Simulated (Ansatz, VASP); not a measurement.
## AlAs in VASP and in Ansatz

File INCAR:

```
  PREC = Accurate
  ENCUT = 500
  EDIFF = 1E-7
  ISMEAR = 0
  SIGMA = 0.02
  LREAL = False
  LASPH = True
  NELM = 120
  ALGO = Normal
  ISIF = 3
  LWAVE = False
  LCHARG = False
  IBRION = 2
  NSW = 100
  EDIFFG = -0.002
  GGA_COMPAT = False
  NELMIN = 4
```

Contents of KPOINTS:

```
Automatic mesh
0
Gamma
  8 8 8
```

Contents of POSCAR:

```
AlAs
1.0
    0.0000000000      2.8379008000      2.8379008000
    2.8379008000      0.0000000000      2.8379008000
    2.8379008000      2.8379008000      0.0000000000
Al As
1 1
Direct
    0.0000000000      0.0000000000      0.0000000000
    0.2500000000      0.2500000000      0.2500000000
```

Input for Ansatz:

```yaml
crystal:
  lattice:
    - [0.0, 2.8379008, 2.8379008]
    - [2.8379008, 0.0, 2.8379008]
    - [2.8379008, 2.8379008, 0.0]
  atoms:
    - { symbol: Al, position: [0.0, 0.0, 0.0] }
    - { symbol: As, position: [0.25, 0.25, 0.25] }
basis:
  ecutwfc: 420
kpoints:
  mp_grid: { grid: [8, 8, 8] }
hamiltonian:
  xc: lda
  pseudopotentials: { kind: paw, azcp: { folder: soft_1 } }
scf:
  occupations: { method: gaussian, width: 0.02 }
output:
  forces: true
  stress: true
  eigenvalues: true
relax:
  adjacent_minimum: "off"
  f_tol: 0.002
  max_steps: 80
  cell: { stress_tol: 0.02 }
```

Alike in both runs: task relaxation of cell and atoms; functional LDA; k mesh 8 × 8 × 8; occupations gaussian, width 0.02 eV; no spin polarisation.

```csv
,VASP,Ansatz
version,VASP 6.6.1,Ansatz 0.2.0
potentials or method,"VASP PAW LDA potentials, release 64 (Al, As), cutoff 500 eV","scalar-relativistic, plane waves, PAW"
valence electrons in the cell,8,18
```

|  | VASP | Ansatz | Ansatz less VASP |
| --- | --- | --- | --- |
| gap on the k mesh at the Fermi level, each at its own relaxed structure (eV) | 1.32 | 1.32 | +0.006 |
| relaxed volume (Å³/atom) | 22.40 | 22.29 | -0.107 |
| relaxed cell length with the largest relative difference (Å) | 3.986 | 3.980 | -0.0063 |

Ansatz warns that its potentials were made for another functional, while VASP's fit it. LDA's correlation is that of Perdew and Zunger in VASP and of Perdew and Wang (1992) in Ansatz. VASP's potentials hold 8 valence electrons a cell and Ansatz's 18, so a difference there can come from the potentials and not from the codes.
